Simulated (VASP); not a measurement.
# Al2BP3 (P6/mmm) in VASP: a series of runs, part 2 of 2

VASP 6.6.1. The steps go on from the part before.

## Step 4: Relaxation of cell and atoms, PBE

Contents of INCAR:

```
SYSTEM = Al2BP3
ALGO = Normal
EDIFF = 1E-7
EDIFFG = -0.04
ENCUT = 600
GGA = PE
IBRION = 2
ISIF = 3
ISMEAR = 0
LASPH = .TRUE.
LCHARG = .FALSE.
LREAL = .FALSE.
LWAVE = .FALSE.
NELM = 80
NSW = 90
PREC = Accurate
SIGMA = 0.1
```

Contents of KPOINTS:

```
k-points
0
G
  3 3 6
  0 0 0
```

Contents of POSCAR:

```
Al2BP3
1.0
    5.8693446800      0.0000000000      0.0000000000
   -2.9346723400      5.0830015900      0.0000000000
    0.0000000000      0.0000000000      3.2390367900
Al B P
2 1 3
Direct
    0.3333333300      0.6666666700      0.0000000000
    0.6666666700      0.3333333300      0.0000000000
    0.0000000000      0.0000000000      0.0000000000
    0.5000000000      0.0000000000      0.5000000000
    0.5000000000      0.5000000000      0.5000000000
    0.0000000000      0.5000000000      0.5000000000
```

Launch:

```console
> cat potpaw_PBE.64/Al/POTCAR potpaw_PBE.64/B/POTCAR potpaw_PBE.64/P/POTCAR > POTCAR
> mpirun -np 1 vasp_std > vasp.out
```

Run time: 2.3 min. Hardware: 1 thread of AMD EPYC 7R13, shared host; peak memory 0.21 GiB.

The run converged. Its results:

| Quantity | Value |
| --- | --- |
| Free energy | -24.6394 eV |
| Relaxed volume | 18.65 Å³/atom |
| Relaxed cell | a = 6.141 Å, b = 6.141 Å, c = 3.427 Å, α = 90.00°, β = 90.00°, γ = 120.00° |
| Space group after relaxing (to 0.1 Å) | P6/mmm (No. 191) |
| Energy gained by relaxing | 104.9 meV/atom |
| Ionic steps | 5 |
| Pressure after relaxing | 0.0 GPa |
| Band gap on the k mesh | zero (bands 12 and 13 overlap by 1.59 eV) |

The path:
```tsv
step	energy change (eV)	largest force (eV/Å)	pressure (GPa)	volume (Å³)
1	0.0000	0.0000	14.43	96.63
2	-0.4873	0.0000	-4.06	118.28
3	-0.6159	0.0000	0.42	110.51
4	-0.6280	0.0000	0.17	111.42
5	-0.6297	0.0000	0.04	111.91
```

Final structure:
```xyz
6
Lattice="6.1407 0.0000 0.0000 -3.0704 5.3180 0.0000 0.0000 0.0000 3.4269" Properties=species:S:1:pos:R:3 pbc="T T T"
Al    0.0000    3.5453    0.0000
Al    3.0704    1.7727    3.4269
B     0.0000    0.0000    0.0000
P     3.0704    0.0000    1.7134
P     1.5352    2.6590    1.7134
P    -1.5352    2.6590    1.7134
```

Levels at points of the mesh, in eV from the Fermi level:
| k point | band 10 | band 11 | band 12 | band 13 | band 14 | band 15 |
| --- | --- | --- | --- | --- | --- | --- |
| (0.00, 0.00, 0.00) | 0.45 | 0.61 | 0.61 | 1.63 | 1.71 | 2.76 |
| (0.00, 0.00, 0.50) | -2.65 | -2.65 | -0.49 | -0.38 | -0.38 | 2.10 |

Caveat: the k points lie up to 0.39 Å⁻¹ apart in the final cell, too coarse for converged energies and pressures of a metal; the volume moved by over 15 % at a fixed basis, so the end points are rough.

## Step 5: Single point, PBE

This run uses another cell than the first one, of 17.64 Å³/atom.

Contents of INCAR:

```
SYSTEM = Al2BP3
ALGO = Normal
EDIFF = 1E-7
ENCUT = 520
GGA = PE
ISIF = 2
ISMEAR = 0
LASPH = .True.
LCHARG = .False.
LREAL = .False.
LWAVE = .False.
NBANDS = 21
NELM = 100
PREC = Accurate
SIGMA = 0.1
```

Contents of KPOINTS:

```
k-points
0
Gamma
  6 6 12
  0 0 0
```

Contents of POSCAR:

```
Al2BP3
1.0
    5.8092825056      0.0000000000      0.0000000000
   -2.9046412528      5.0309862276      0.0000000000
    0.0000000000      0.0000000000      3.6206486813
Al B P
2 1 3
Direct
    0.3333333333      0.6666666667      0.0000000000
    0.6666666667      0.3333333333      0.0000000000
    0.0000000000      0.0000000000      0.0000000000
    0.5000000000      0.0000000000      0.5000000000
    0.5000000000      0.5000000000      0.5000000000
    0.0000000000      0.5000000000      0.5000000000
```

Launch:

```console
> cat potpaw_PBE.64/Al/POTCAR potpaw_PBE.64/B/POTCAR potpaw_PBE.64/P/POTCAR > POTCAR
> mpirun -np 1 vasp_std > vasp.out
```

It took 2.7 min on 1 thread of AMD EPYC 7R13, shared host; peak memory 0.26 GiB.

It converged, with:

```
Free energy            : -24.7484 eV
Pressure               : -0.1 GPa
Band gap on the k mesh : zero (bands 12 and 13 overlap by 2.17 eV)
```

Levels at points of the mesh, in eV from the Fermi level:
```csv
k point,band 8,band 9,band 10,band 11,band 12,band 13,band 14,band 15,band 16,band 17
"(0.00, 0.00, 0.00)",-3.65,-0.57,-0.57,-0.15,1.10,1.10,1.97,2.12,2.33,2.86
"(0.50, 0.00, 0.00)",-2.53,-2.43,-2.19,-1.19,-0.64,-0.34,1.55,1.55,1.91,2.00
"(0.00, 0.00, 0.50)",-4.18,-3.45,-3.45,-3.11,-1.07,-1.07,-0.64,2.59,2.59,2.62
"(0.50, 0.00, 0.50)",-4.72,-2.43,-2.03,-1.38,-0.93,-0.25,0.50,1.24,1.36,2.10
```

## Step 6: Relaxation of cell and atoms, PBE

This run uses another cell than the first one, of 18.64 Å³/atom.

Contents of INCAR:

```
SYSTEM = Al2BP3
PREC = Accurate
ENCUT = 600
EDIFF = 1E-6
ISMEAR = 0
SIGMA = 0.1
LREAL = .FALSE.
LASPH = .TRUE.
NELM = 100
ALGO = Normal
ISIF = 3
LWAVE = .FALSE.
LCHARG = .FALSE.
GGA = PE
IBRION = 2
NSW = 100
EDIFFG = -0.01
```

Contents of KPOINTS:

```
regular mesh
0
G
  6 6 12
  0 0 0
```

Changes to POSCAR since step 5:

```diff
@@ -2,5 +2,5 @@
 1.0
-    5.8092825056      0.0000000000      0.0000000000
-   -2.9046412528      5.0309862276      0.0000000000
-    0.0000000000      0.0000000000      3.6206486813
+    6.1399087113      0.0000000000      0.0000000000
+   -3.0699543557      5.3173169209      0.0000000000
+    0.0000000000      0.0000000000      3.4258032440
 Al B P
```

Potentials or basis: VASP PAW PBE potentials, release 64 (Al, B, P).

Launch:

```console
> cat potpaw_PBE.64/Al/POTCAR potpaw_PBE.64/B/POTCAR potpaw_PBE.64/P/POTCAR > POTCAR
> mpirun -np 1 vasp_std > vasp.out
```

Run time: 16 min. Hardware: 1 thread of AMD EPYC 7R13, shared host; peak memory 0.29 GiB.

Results (log left out):

* Free energy: -24.7492 eV
* Relaxed volume: 17.60 Å³/atom
* Relaxed cell: a = 5.800 Å, b = 5.800 Å, c = 3.625 Å, α = 90.00°, β = 90.00°, γ = 120.00°
* Space group after relaxing (to 0.1 Å): P6/mmm (No. 191)
* Energy gained by relaxing: 33.6 meV/atom
* Ionic steps: 11
* Pressure after relaxing: 0.0 GPa
* Band gap on the k mesh: zero (bands 12 and 13 overlap by 2.20 eV)

Stress tensor (GPa, compression positive):
```
 0.05  0.00  0.00
 0.00  0.05  0.00
 0.00  0.00 -0.05
```

Step by step:
```csv
step,energy change (eV),largest force (eV/Å),pressure (GPa),volume (Å³)
1,0.0000,0.0000,0.21,111.85
2,-0.1048,0.0000,-1.32,112.18
3,-0.1133,0.0000,-3.75,112.52
4,-0.1409,0.0000,-3.10,112.45
5,-0.1342,0.0000,-1.95,112.29
6,-0.1460,0.0000,-2.69,112.39
7,-0.1979,0.0000,-0.81,107.31
8,-0.2012,0.0000,0.01,105.45
9,-0.2014,0.0000,-0.13,105.76
10,-0.2013,0.0000,-0.07,105.62
11,-0.2015,0.0000,0.01,105.60
```

Final structure:
```yaml
crystal:
  lattice:
    - [5.79990, 0.00000, 0.00000]
    - [-2.89995, 5.02286, 0.00000]
    - [0.00000, 0.00000, 3.62490]
  atoms:
    - { symbol: Al, position: [0.33333, 0.66667, 0.00000] }
    - { symbol: Al, position: [0.66667, 0.33333, 0.00000] }
    - { symbol: B, position: [0.00000, 0.00000, 0.00000] }
    - { symbol: P, position: [0.50000, 0.00000, 0.50000] }
    - { symbol: P, position: [0.50000, 0.50000, 0.50000] }
    - { symbol: P, position: [0.00000, 0.50000, 0.50000] }
```

Levels at points of the mesh, in eV from the Fermi level:
```csv
k point,band 9,band 10,band 11,band 12,band 13,band 14,band 15,band 16
"(0.00, 0.00, 0.00)",-0.58,-0.58,-0.19,1.12,1.12,1.95,2.15,2.33
"(0.50, 0.00, 0.00)",-2.42,-2.22,-1.18,-0.66,-0.36,1.52,1.55,2.06
"(0.00, 0.00, 0.50)",-3.47,-3.47,-3.11,-1.08,-1.08,-0.63,2.62,2.62
"(0.50, 0.00, 0.50)",-2.43,-2.03,-1.39,-0.93,-0.23,0.50,1.24,1.38
```

## Step 7: The runs side by side

| task | cell | k mesh | cutoff (eV) | gap on the mesh (eV) | pressure (GPa) | relaxed volume (Å³/atom) |
| --- | --- | --- | --- | --- | --- | --- |
| single point | a = 5.869, b = 5.869, c = 3.239 Å, angles 90.0, 90.0, 120.0°, 6 atoms | 3 × 3 × 6 | 520 | none | 14.4 | - |
| single point | a = 6.140, b = 6.140, c = 3.426 Å, angles 90.0, 90.0, 120.0°, 6 atoms | 3 × 3 × 6 | 520 | none | 0.1 | - |
| relaxation of cell and atoms | relaxed from a = 5.869, b = 5.869, c = 3.239 Å, angles 90.0, 90.0, 120.0°, 6 atoms | 3 × 3 × 6 | 600 | none | 0.0 | 18.65 |
| single point | a = 5.809, b = 5.809, c = 3.621 Å, angles 90.0, 90.0, 120.0°, 6 atoms | 6 × 6 × 12 | 520 | none | -0.1 | - |
| relaxation of cell and atoms | relaxed from a = 6.140, b = 6.140, c = 3.426 Å, angles 90.0, 90.0, 120.0°, 6 atoms | 6 × 6 × 12 | 600 | none | 0.0 | 17.60 |

Alike in all rows: level PBE; potentials or basis VASP PAW PBE potentials, release 64 (Al, B, P); no spin polarisation; smearing gaussian 0.1 eV.

Caveats: some runs use coarse meshes; the volume moved by over 15 % at a fixed basis, so the end points are rough (at least some runs).

Absolute energies hang on the potentials; compare differences alone.
